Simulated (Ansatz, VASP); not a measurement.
Two plane-wave programs on H

Contents of INCAR:

```
PREC = Accurate ; ENCUT = 520
EDIFF = 1E-6 ; ISMEAR = 0
SIGMA = 0.05 ; LREAL = False
LASPH = True ; NELM = 60
ALGO = Normal ; ISIF = 2
LWAVE = False ; LCHARG = True
GGA = PS ; LELF = True
LVHAR = True ; NBANDS = 10
```

KPOINTS

```
regular mesh
0
Gamma
  6 6 6
```

File POSCAR:

```
H
1.0
    2.5447769385     -2.4898976723      0.0000000000
    2.5447769385      2.4898976723      0.0000000000
    0.0000000000      0.0000000000      4.2039452700
H
4
Direct
    0.9532956300      0.0467043700      0.0685088900
    0.4532956300      0.5467043700      0.4314911100
    0.5467043700      0.4532956300      0.5685088900
    0.0467043700      0.9532956300      0.9314911100
```

Input for Ansatz:

```yaml
crystal:
  lattice:
    - [2.5447769385, -2.4898976723, 0.0]
    - [2.5447769385, 2.4898976723, 0.0]
    - [0.0, 0.0, 4.20394527]
  atoms:
    - { symbol: H, position: [0.95329563, 0.04670437, 0.06850889] }
    - { symbol: H, position: [0.45329563, 0.54670437, 0.43149111] }
    - { symbol: H, position: [0.54670437, 0.45329563, 0.56850889] }
    - { symbol: H, position: [0.04670437, 0.95329563, 0.93149111] }
basis:
  ecutwfc: 420
kpoints:
  mp_grid: { grid: [6, 6, 6] }
hamiltonian:
  xc: pbesol
scf:
  occupations: { method: gaussian, width: 0.05 }
output:
  forces: true
  stress: true
  eigenvalues: true
```

Change from the starting cell: strain -0.030 along x and y, +0.015 along z, atoms carried along.

Alike in both runs: task single point; functional PBEsol; k mesh 6 × 6 × 6; occupations gaussian, width 0.05 eV; no spin polarisation.

|  | VASP | Ansatz |
| --- | --- | --- |
| version | VASP 6.6.1 | Ansatz 0.2.0 |
| potentials or method | VASP PAW PBE potentials, release 64 (H), cutoff 520 eV | scalar-relativistic, plane waves, PAW |
| valence electrons in the cell | 4 | 4 |

|  | VASP | Ansatz | Ansatz less VASP |
| --- | --- | --- | --- |
| gap on the k mesh at the Fermi level (eV) | 9.10 | 9.11 | +0.003 |
| least direct gap on the mesh (eV) | 9.76 | 9.76 | +0.003 |
| pressure (GPa) | 0.9 | 1.0 | +0.17 |
| traceless stress, the component that is largest in VASP (GPa) | -0.97 | -0.98 | -0.012 |
| rms of the force components (eV/Å) | 0.388 | 0.388 | -0.0006 |

VASP's potentials were made for PBE, not for PBEsol. Atom by atom the forces differ by 0.001 eV/Å (rms over components).
